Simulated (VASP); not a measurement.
# TiAl30 (a cell with a defect) in VASP: single point with PBE

Aim: the single point of TiAl30 (a cell with a defect) with PBE.

Everything below comes from runs of VASP 6.6.1. Logs are shortened: lines on timing, memory, paths and dates and some standing lists are left out, and cuts for length are marked.

## 1. The cell of the first run

The cell holds a defect, 31 atoms: a = 8.100 Å, b = 8.100 Å, c = 8.100 Å, α = 90.00°, β = 90.00°, γ = 90.00°.

## 2. Single point, PBE

The input, INCAR:

```
ALGO = Normal
EDIFF = 1E-6
ENCUT = 520
GGA = PE
ISIF = 2
ISMEAR = -1
LASPH = T
LCHARG = T
LELF = T
LREAL = Auto
LVHAR = T
LWAVE = F
NBANDS = 72
NELM = 80
PREC = Accurate
SIGMA = 0.15
```

The input, KPOINTS:

```
k-points
0
Gamma
  3 3 3
```

The input, POSCAR:

```
TiAl30
1.0
    8.1000000000      0.0000000000      0.0000000000
    0.0000000000      8.1000000000      0.0000000000
    0.0000000000      0.0000000000      8.1000000000
Al Ti
30 1
Direct
    0.5000697531     -0.0012992593     -0.0012860494
    0.7550169136      0.2491961728      0.0020217284
    0.7553344444      0.0023456790      0.2488337037
    0.0000670370      0.0025177778      0.0020658025
    0.2451187654      0.2491800000      0.0020437037
    0.5000438272      0.5028876543     -0.0042893827
    0.7502841975      0.7503522222     -0.0016112346
    0.2448074074      0.0023223457      0.2488440741
    0.5000709877      0.2451575309      0.2450276543
    0.7379745679      0.4986404938      0.2473382716
    0.5000809877     -0.0043009877      0.5024365432
    0.7377849383      0.2473196296      0.4986711111
    0.7498818519     -0.0015102469      0.7502338272
    0.0000664198      0.4944972840      0.0178924691
    0.2498419753      0.7503316049     -0.0015972840
    0.2621303704      0.4986107407      0.2473744444
    0.5000565432      0.7561186420      0.2533188889
    0.0000756790      0.0180456790      0.4944439506
    0.2623693827      0.2473030864      0.4986839506
    0.5000730864      0.5060137037      0.5058118519
    0.7588527160      0.7450137037      0.4990303704
    0.2502649383     -0.0015188889      0.7502483951
    0.5000797531      0.2537022222      0.7560992593
    0.7590318519      0.4993177778      0.7447823457
    0.0000665432      0.7461146914      0.2520507407
    0.2412930864      0.7450079012      0.4990501235
    0.0000746914      0.2520070370      0.7463164198
    0.2411019753      0.4992987654      0.7447877778
    0.5000692593      0.7490341975      0.7489904938
    0.0000713580      0.7487460494      0.7482677778
    0.0000402469      0.4686245679      0.4689612346
```

Potentials or basis: VASP PAW PBE potentials, release 64 (Al, Ti_sv).

Run with:

```bash
> cat potpaw_PBE.64/Al/POTCAR potpaw_PBE.64/Ti_sv/POTCAR > POTCAR
> mpirun -np 1 vasp_std > vasp.out
```

OUTCAR:

```text
EDIFF = 1E-6
   ENCUT = 520
   GGA = PE
   ISIF = 2
   ISMEAR = -1
   LASPH = T
   LREAL = Auto
   NELM = 80
   PREC = Accurate

 ion  position               nearest neighbor table
   1  0.500  0.999  0.999-   9 2.82  17 2.85  23 2.85  22 2.85  13 2.85   7 2.86  15 2.86  29 2.86
                             3 2.89   8 2.89   5 2.90   2 2.90
   2  0.755  0.249  0.002-  14 2.81   4 2.82   3 2.83  10 2.84   9 2.85  27 2.87  23 2.87  13 2.88
                             1 2.90  24 2.91   6 2.91
   3  0.755  0.002  0.249-  18 2.81   4 2.82   2 2.83  12 2.84   9 2.85  25 2.87  17 2.87   7 2.88
                             1 2.89  21 2.91  11 2.92
   4  0.000  0.003  0.002-   3 2.82   8 2.82   5 2.82   2 2.82   7 2.88  15 2.88  22 2.88  13 2.88
                            27 2.89  25 2.90  30 2.91
   5  0.245  0.249  0.002-  14 2.81   4 2.82   8 2.83  16 2.84   9 2.85  27 2.87  23 2.87  22 2.88
                             1 2.90  28 2.91   6 2.91
   6  0.500  0.503  0.996-  23 2.80  10 2.81  16 2.81  29 2.82  15 2.85   7 2.85   9 2.90   5 2.91
                             2 2.91  28 2.92  24 2.92  17 2.93
   7  0.750  0.750  0.998-  13 2.84   6 2.85   1 2.86  29 2.86  30 2.86  10 2.87   4 2.88   3 2.88
                            25 2.88  24 2.89  17 2.89  14 2.90
   8  0.245  0.002  0.249-  18 2.81   4 2.82   5 2.83  19 2.84   9 2.85  25 2.87  17 2.87  15 2.88
                             1 2.89  26 2.91  11 2.92
   9  0.500  0.245  0.245-  12 2.82  19 2.82  10 2.82  16 2.82   1 2.82   5 2.85   2 2.85   3 2.85
[... 31 lines left out ...]
  25  0.000  0.746  0.252-  14 2.78  21 2.80  26 2.80  31 2.85   8 2.87   3 2.87  15 2.88   7 2.88
                             4 2.90  16 2.92  10 2.92  18 2.95
  26  0.241  0.745  0.499-  25 2.80  30 2.81  28 2.81  20 2.85  16 2.86  22 2.89  17 2.89   8 2.91
                            29 2.91  11 2.92  18 2.95  31 2.98
  27  0.000  0.252  0.746-  18 2.78  28 2.80  24 2.80  31 2.85   2 2.87   5 2.87  13 2.89  22 2.89
                             4 2.89  19 2.92  12 2.92  14 2.95
  28  0.241  0.499  0.745-  27 2.80  30 2.81  26 2.81  20 2.85  19 2.86  15 2.89  23 2.89   5 2.91
                            29 2.91   6 2.92  14 2.95  31 2.98
  29  0.500  0.749  0.749-  20 2.78   6 2.82  11 2.82  22 2.86  13 2.86   1 2.86   7 2.86  15 2.86
                            24 2.91  28 2.91  26 2.91  21 2.91
  30  0.000  0.749  0.748-  26 2.81  21 2.81  24 2.81  28 2.81  15 2.86   7 2.86  22 2.86  13 2.86
                             4 2.91  18 3.00  14 3.00
  31  0.000  0.469  0.469-  12 2.79  19 2.79  16 2.79  10 2.79  27 2.85  25 2.85  24 2.98  28 2.98
                            21 2.98  26 2.98

  LATTYP: Found a simple cubic cell.
 ALAT       =     8.1000000000

  Lattice vectors:

 A1 = (   8.1000000000,   0.0000000000,   0.0000000000)
 A2 = (   0.0000000000,   8.1000000000,   0.0000000000)
 A3 = (   0.0000000000,   0.0000000000,   8.1000000000)

Analysis of symmetry for initial positions (statically):
=====================================================================
 Subroutine PRICEL returns:
 Original cell was already a primitive cell.

 Routine SETGRP: Setting up the symmetry group for a
 simple cubic supercell.

 Subroutine GETGRP returns: Found  1 space group operations
 (whereof  1 operations were pure point group operations)
 out of a pool of 48 trial point group operations.

The static configuration has the point symmetry C_1 .

Analysis of symmetry for dynamics (positions and initial velocities):
=====================================================================
 Subroutine PRICEL returns:
 Original cell was already a primitive cell.

 Routine SETGRP: Setting up the symmetry group for a
 simple cubic supercell.

 Subroutine GETGRP returns: Found  1 space group operations
 (whereof  1 operations were pure point group operations)
 out of a pool of 48 trial point group operations.

The dynamic configuration has the point symmetry C_1 .

 Subroutine INISYM returns: Found  1 space group operations
 (whereof  1 operations are pure point group operations),
 and found     1 'primitive' translations

----------------------------------------------------------------------------------------

                                     Primitive cell

  volume of cell :     531.4410

  direct lattice vectors                    reciprocal lattice vectors
     8.100000000  0.000000000  0.000000000     0.123456790  0.000000000  0.000000000
     0.000000000  8.100000000  0.000000000     0.000000000  0.123456790  0.000000000
     0.000000000  0.000000000  8.100000000     0.000000000  0.000000000  0.123456790

  length of vectors
     8.100000000  8.100000000  8.100000000     0.123456790  0.123456790  0.123456790

[... 81 lines left out ...]

  Length of vectors
     0.041152263  0.041152263  0.041152263

  Shift w.r.t. Gamma in fractional coordinates (k-lattice)
     0.000000000  0.000000000  0.000000000

 Subroutine IBZKPT returns following result:
 ===========================================

 Found     14 irreducible k-points:

 Following reciprocal coordinates:
            Coordinates               Weight
  0.000000  0.000000  0.000000      1.000000
  0.333333  0.000000  0.000000      2.000000
  0.000000  0.333333  0.000000      2.000000
  0.000000  0.000000  0.333333      2.000000
  0.333333  0.333333  0.000000      2.000000
  0.000000  0.333333  0.333333      2.000000
  0.333333  0.000000  0.333333      2.000000
 -0.333333  0.333333  0.000000      2.000000
 -0.333333  0.000000  0.333333      2.000000
  0.000000 -0.333333  0.333333      2.000000
  0.333333  0.333333  0.333333      2.000000
 -0.333333  0.333333  0.333333      2.000000
 -0.333333 -0.333333  0.333333      2.000000
  0.333333 -0.333333  0.333333      2.000000
   k-points           NKPTS =     14   k-points in BZ     NKDIM =     14   number of bands    NBANDS=     72
   number of dos      NEDOS =    301   number of ions     NIONS =     31
   total plane-waves  NPLWV = 216000
   dimension x,y,z NGX =    60 NGY =   60 NGZ =   60
   dimension x,y,z NGXF=   120 NGYF=  120 NGZF=  120
   ions per type =              30   1
   NGX,Y,Z   is equivalent  to a cutoff of  12.31, 12.31, 12.31 a.u.
   NGXF,Y,Z  is equivalent  to a cutoff of  24.63, 24.63, 24.63 a.u.
 SYSTEM =  unknown system
   PREC   = accura    normal or accurate (medium, high low for compatibility)
   ISTART =      0    job   : 0-new  1-cont  2-samecut
   ICHARG =      2    charge: 1-file 2-atom 10-const
   ISPIN  =      1    spin polarized calculation?
   LNONCOLLINEAR =      F non collinear calculations
   LSORBIT =      F    spin-orbit coupling
   LASPH  =      T    aspherical Exc in radial PAW
   ENCUT  =  520.0 eV  38.22 Ry    6.18 a.u.  15.06 15.06 15.06*2*pi/ulx,y,z
   NELM   =     80;   NELMIN=  2; NELMDL= -5     # of ELM steps
   EDIFF  = 0.1E-05   stopping-criterion for ELM
   LREAL  =      T    real-space projection
   EDIFFG = 0.1E-04   stopping-criterion for IOM
   NSW    =      0    number of steps for IOM
   IBRION =     -1    ionic relax: 0-MD 1-quasi-New 2-CG
   NFREE  =      0    steps in history (QN), initial steepest desc. (CG)
   ISIF   =      2    stress and relaxation
   ISYM   =      2    0-nonsym 1-usesym 2-fastsym
   POTIM  = 0.5000    time-step for ionic-motion
   TEBEG  =    0.0;   TEEND  =   0.0 temperature during run
   PSTRESS=    0.0 pullay stress
   NELECT =     102.0000    total number of electrons
   NUPDOWN=      -1.0000    fix difference up-down
   EMIN   =  10.00;   EMAX   =-10.00  energy-range for DOS
   EFERMI =   0.00;   METHOD = LEGACY
   ISMEAR =    -1;   SIGMA  =   0.15  broadening in eV -4-tet -1-fermi 0-gaus
   EFERMI_NEDOS =   21; number of points for ismear=-14 and -15
   IALGO  =     38    algorithm
   IMIX   =      4    mixing-type and parameters
     AMIX     =   0.40;   BMIX     =  1.00
     AMIX_MAG =   1.60;   BMIX_MAG =  1.00
  volume/ion in A,a.u.               =      17.14       115.69
  Fermi-wavevector in a.u.,A,eV,Ry     =   0.944329  1.784523 12.133087  0.891757
  Thomas-Fermi vector in A             =   2.072123
   LORBIT       =      0    0 simple, 1 ext, 2 COOP (PROOUT), +10 PAW based schemes
   GGA     = PE    functional components
   LHFCALC =     F    Hartree Fock is set to
   AEXX    =    0.0000 exact exchange contribution
   IVDW    =     0    specifies the selected vdW correction
   LEPSILON=     F    determine dielectric tensor
   LRPA    =     F    only Hartree local field effects (RPA)
 non-spin polarized calculation
  energy-cutoff  :      520.00
  volume of cell :      531.44
 maximum number of plane-waves:     14358
   NGX = 31   NGY = 31   NGZ = 31

 number of electron     102.0000002 magnetization

 Free energy of the ion-electron system (eV)
  ---------------------------------------------------
  ext. energy  EPLUGINS =         0.00000000
  ---------------------------------------------------
  free energy    TOTEN  =      -120.78651610 eV

  energy without entropy =     -119.76560601  energy(sigma->0) =     -120.27606106

 E-fermi :   7.5228     XC(G=0): -10.0814

 val. band max:        7.5158591823   @ k =   0.3333   0.0000   0.0000
 cond. band min:       7.5323163643   @ k =  -0.3333  -0.3333   0.3333
 fundamental gap:      0.0164571820
 Fermi energy:         7.5227748922

 k-point     1 :       0.0000    0.0000    0.0000
  band No.  band energies     occupation
      1     -49.5457      2.00000
      2     -25.8775      2.00000
      3     -25.7882      2.00000
      4     -25.7764      2.00000
      5      -3.2640      2.00000
      6      -1.1757      2.00000
[... 913 lines left out ...]
     62       9.2499      0.00002
     63       9.2655      0.00002
 [bands above 63 left out]

------------------------ aborting loop because EDIFF is reached ----------------------------------------

  FORCE on cell =-STRESS in cart. coord.  units (eV):
  Direction    XX          YY          ZZ          XY          YZ          ZX
  --------------------------------------------------------------------------------------
  -------------------------------------------------------------------------------------
  Total       -2.8510504     -5.1837847     -5.1387370      0.0004205      1.2155955      0.0009732
  in kB       -8.5952876    -15.6279668    -15.4921579      0.0012679      3.6647522      0.0029340
  external PRESSURE =     -13.2384708 kB  Pullay stress =       0.0000000 kB

 VOLUME and BASIS-vectors are now :
 -----------------------------------------------------------------------------
  energy-cutoff  :      520.00
  volume of cell :      531.44
      direct lattice vectors                 reciprocal lattice vectors
     8.100000000  0.000000000  0.000000000     0.123456790  0.000000000  0.000000000
     0.000000000  8.100000000  0.000000000     0.000000000  0.123456790  0.000000000
     0.000000000  0.000000000  8.100000000     0.000000000  0.000000000  0.123456790

 POSITION                                       TOTAL-FORCE (eV/Angst)
 -----------------------------------------------------------------------------------
      4.05057      8.08948      8.08958         0.000079     -0.034929     -0.036150
      6.11564      2.01849      0.01638        -0.034909     -0.023028     -0.027810
      6.11821      0.01900      2.01555        -0.038070     -0.031479     -0.019366
      0.00054      0.02039      0.01673        -0.000337      0.012084      0.014955
      1.98546      2.01836      0.01655         0.033920     -0.022640     -0.028426
      4.05036      4.07339      8.06526        -0.000036     -0.000347      0.023791
[... 23 lines left out ...]
      0.00058      6.06484      6.06097        -0.000323     -0.070909     -0.069092
      0.00033      3.79586      3.79859         0.000951      0.622829      0.614200
 -----------------------------------------------------------------------------------
    total drift:                                0.003395     -0.004362     -0.006052

  FREE ENERGIE OF THE ION-ELECTRON SYSTEM (eV)
  ---------------------------------------------------
  free  energy   TOTEN  =      -120.7865161020 eV

  energy  without entropy=     -119.7656060115  energy(sigma->0) =     -120.27606106
```

Wall time 26 min (1 thread of Intel Xeon 8259CL, shared host); peak memory 0.68 GiB.

What came out:

```
Free energy            : -120.7865 eV
Pressure               : -1.3 GPa
Largest force          : 0.875 eV/Å
Band gap on the k mesh : zero (bands 51 and 52 overlap by 0.23 eV)
```

Forces on the atoms (eV/Å):
```
Al   0.000 -0.035 -0.036
Al  -0.035 -0.023 -0.028
Al  -0.038 -0.031 -0.019
Al   0.000  0.012  0.015
Al   0.034 -0.023 -0.028
Al   0.000  0.000  0.024
Al   0.016 -0.035 -0.028
Al   0.037 -0.030 -0.020
Al  -0.001  0.007  0.008
Al   0.112 -0.066  0.016
Al  -0.001  0.023  0.003
Al   0.115  0.017 -0.067
Al   0.020 -0.028 -0.037
Al   0.000 -0.027 -0.001
Al  -0.015 -0.034 -0.028
Al  -0.111 -0.066  0.016
Al   0.000 -0.055 -0.013
Al   0.000  0.000 -0.028
Al  -0.117  0.019 -0.067
Al  -0.001 -0.050 -0.047
Al  -0.029 -0.003 -0.030
Al  -0.018 -0.027 -0.036
Al   0.000 -0.014 -0.057
Al  -0.032 -0.031  0.001
Al   0.000  0.039 -0.029
Al   0.030 -0.003 -0.031
Al   0.000 -0.027  0.035
Al   0.033 -0.031  0.000
Al   0.001 -0.030 -0.032
Al   0.000 -0.071 -0.069
Ti   0.001  0.623  0.614
```
